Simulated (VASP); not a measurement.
Here is a VASP 6.6.1 calculation.

INCAR

```
SYSTEM = CdS
PREC = Accurate
ENCUT = 520
EDIFF = 1E-6
ISMEAR = 0
SIGMA = 0.01
LREAL = .False.
LASPH = .True.
NELM = 60
ALGO = Normal
ISIF = 2
LWAVE = .False.
LCHARG = .False.
GGA = PE
NBANDS = 16
```

Contents of KPOINTS:

```
Automatic mesh
0
Gamma
  4 4 4
  0 0 0
```

Contents of POSCAR:

```
CdS
1.0
    0.0000000000      2.8951266139      2.8951266139
    2.8951266139      0.0000000000      2.8951266139
    2.8951266139      2.8951266139      0.0000000000
Cd S
1 1
Direct
    0.0000000000      0.0000000000      0.0000000000
    0.2500000000      0.2500000000      0.2500000000
```

Potentials or basis: VASP PAW PBE potentials, release 64 (Cd, S).

Run with:

```bash
$ cat potpaw_PBE.64/Cd/POTCAR potpaw_PBE.64/S/POTCAR > POTCAR
$ mpirun -np 1 vasp_std > vasp.out
```

Q: What does it give for the band gap on the k mesh?

A: 1.19 eV, direct.

Q: What does it give for the pressure?

A: 5.0 GPa.

Caveat: the k points lie up to 0.47 Å⁻¹ apart; the cell differs from its parent crystal (strain -1.5%).
